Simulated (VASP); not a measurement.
# Be27S26 (a cell with a defect) in VASP: further runs, part 2 of 2

VASP 6.6.1. The steps go on from the part before.

### Step 3. Single point, PBE (atoms taken out, then relaxed in part)

Input file INCAR:

```
  PREC = Accurate
  ENCUT = 520
  EDIFF = 1E-7
  ISMEAR = -1
  SIGMA = 0.01
  LREAL = Auto
  LASPH = T
  NELM = 80
  ALGO = Normal
  ISIF = 2
  LWAVE = F
  LCHARG = T
  GGA = PE
  LELF = T
  LVHAR = T
  NELECT = 208.0
  NBANDS = 137
```

Input file KPOINTS:

```
regular mesh
0
Gamma
  2 2 2
```

Input file POSCAR:

```
Be27S26
1.0
    0.0000000000      7.3054549467      7.3054549467
    7.3054549467      0.0000000000      7.3054549467
    7.3054549467      7.3054549467      0.0000000000
Be S
27 26
Direct
   -0.0204248569     -0.0204248569     -0.0204248569
   -0.0204248569     -0.0204248569      0.3946079039
   -0.0006222323     -0.0006222323      0.6672888990
   -0.0204248569      0.3946079039     -0.0204248569
   -0.0042504364      0.3358389228      0.3358389228
   -0.0042504364      0.3358389228      0.6659059241
   -0.0006222323      0.6672888990     -0.0006222323
   -0.0042504364      0.6659059241      0.3358389228
   -0.0006222323      0.6672888990      0.6672888990
    0.3946079039     -0.0204248569     -0.0204248569
    0.3358389228     -0.0042504364      0.3358389228
    0.3358389228     -0.0042504364      0.6659059241
    0.3358389228      0.3358389228     -0.0042504364
    0.3333333333      0.3333333333      0.3333333333
    0.3358389228      0.3358389228      0.6659059241
    0.3358389228      0.6659059241     -0.0042504364
    0.3358389228      0.6659059241      0.3358389228
    0.3339640469      0.6664564288      0.6664564288
    0.6672888990     -0.0006222323     -0.0006222323
    0.6659059241     -0.0042504364      0.3358389228
    0.6672888990     -0.0006222323      0.6672888990
    0.6659059241      0.3358389228     -0.0042504364
    0.6659059241      0.3358389228      0.3358389228
    0.6664564288      0.3339640469      0.6664564288
    0.6672888990      0.6672888990     -0.0006222323
    0.6664564288      0.6664564288      0.3339640469
    0.6664564288      0.6664564288      0.6664564288
    0.0846879002      0.0846879002      0.4156443972
    0.0846879002      0.0846879002      0.7483131358
    0.0846879002      0.4156443972      0.0846879002
    0.0831763541      0.4167189931      0.4167189931
    0.0846879002      0.4156443972      0.7483131358
    0.0846879002      0.7483131358      0.0846879002
    0.0846879002      0.7483131358      0.4156443972
    0.0834747899      0.7499528478      0.7499528478
    0.4156443972      0.0846879002      0.0846879002
    0.4167189931      0.0831763541      0.4167189931
    0.4156443972      0.0846879002      0.7483131358
    0.4167189931      0.4167189931      0.0831763541
    0.4167189931      0.4167189931      0.4167189931
    0.4174097230      0.4174097230      0.7492569436
    0.4156443972      0.7483131358      0.0846879002
    0.4174097230      0.7492569436      0.4174097230
    0.4174097230      0.7492569436      0.7492569436
    0.7483131358      0.0846879002      0.0846879002
    0.7483131358      0.0846879002      0.4156443972
    0.7499528478      0.0834747899      0.7499528478
    0.7483131358      0.4156443972      0.0846879002
    0.7492569436      0.4174097230      0.4174097230
    0.7492569436      0.4174097230      0.7492569436
    0.7499528478      0.7499528478      0.0834747899
    0.7492569436      0.7492569436      0.4174097230
    0.7499528478      0.7499528478      0.7499528478
```

Potentials or basis: VASP PAW PBE potentials, release 64 (Be, S).

Command:

```bash
$ cat potpaw_PBE.64/Be/POTCAR potpaw_PBE.64/S/POTCAR > POTCAR
$ mpirun -np 1 vasp_std > vasp.out
```

Run time: 35 min. Hardware: 1 thread of Oxide Virtual Turin-like, shared host; peak memory 0.99 GiB.

The run converged. Its results:

* Free energy: -272.9029 eV
* Largest force: 0.004 eV/Å

Forces in eV/Å, atoms in the order of the input:
```
Be  -0.001 -0.001 -0.001
Be   0.001  0.001 -0.001
Be   0.000  0.000  0.002
Be   0.001 -0.001  0.001
Be   0.003 -0.002 -0.002
Be   0.002 -0.003 -0.002
Be   0.000  0.002  0.000
Be   0.002 -0.002 -0.003
Be  -0.002  0.000  0.000
Be  -0.001  0.001  0.001
Be  -0.002  0.003 -0.002
Be  -0.003  0.002 -0.002
Be  -0.002 -0.002  0.003
Be   0.000  0.000  0.000
Be   0.002  0.002  0.003
Be  -0.003 -0.002  0.002
Be   0.002  0.003  0.002
Be   0.001 -0.001 -0.001
Be   0.002  0.000  0.000
Be  -0.002  0.002 -0.003
Be   0.000 -0.002  0.000
Be  -0.002 -0.003  0.002
Be   0.003  0.002  0.002
Be  -0.001  0.001 -0.001
Be   0.000  0.000 -0.002
Be  -0.001 -0.001  0.001
Be   0.001  0.001  0.001
S    0.000  0.000  0.001
S    0.000  0.000  0.001
S    0.000  0.001  0.000
S   -0.001  0.001  0.001
S   -0.001  0.000  0.000
S    0.000  0.001  0.000
S   -0.001  0.000  0.000
S   -0.001  0.001  0.001
S    0.001  0.000  0.000
S    0.001 -0.001  0.001
S    0.000 -0.001  0.000
S    0.001  0.001 -0.001
S   -0.001 -0.001 -0.001
S    0.000  0.000 -0.003
S    0.000  0.000 -0.001
S    0.000 -0.003  0.000
S    0.003  0.000  0.000
S    0.001  0.000  0.000
S    0.000 -0.001  0.000
S    0.001 -0.001  0.001
S    0.000  0.000 -0.001
S   -0.003  0.000  0.000
S    0.000  0.003  0.000
S    0.001  0.001 -0.001
S    0.000  0.000  0.003
S   -0.001 -0.001 -0.001
```

Levels at points of the mesh, in eV from the Fermi level:
```csv
k point,band 100,band 101,band 102,band 103,band 104,band 105,band 106,band 107,band 108,band 109
"(0.00, 0.00, 0.00)",-0.94,-0.94,-0.29,-0.29,-0.29,2.21,3.45,3.45,3.45,3.88
"(0.50, 0.00, 0.00)",-1.20,-0.72,-0.72,-0.50,-0.50,2.59,3.49,3.60,3.60,4.11
"(0.50, 0.50, 0.00)",-1.13,-0.78,-0.72,-0.72,-0.58,2.55,3.59,3.64,3.96,3.96
```

Caveat: the cell carries a net charge on a neutralising background, which shifts energy and pressure; the cell differs from its parent crystal (atoms taken out, then relaxed in part); the cell is charged against a uniform background, so pressure and absolute levels hang on convention.
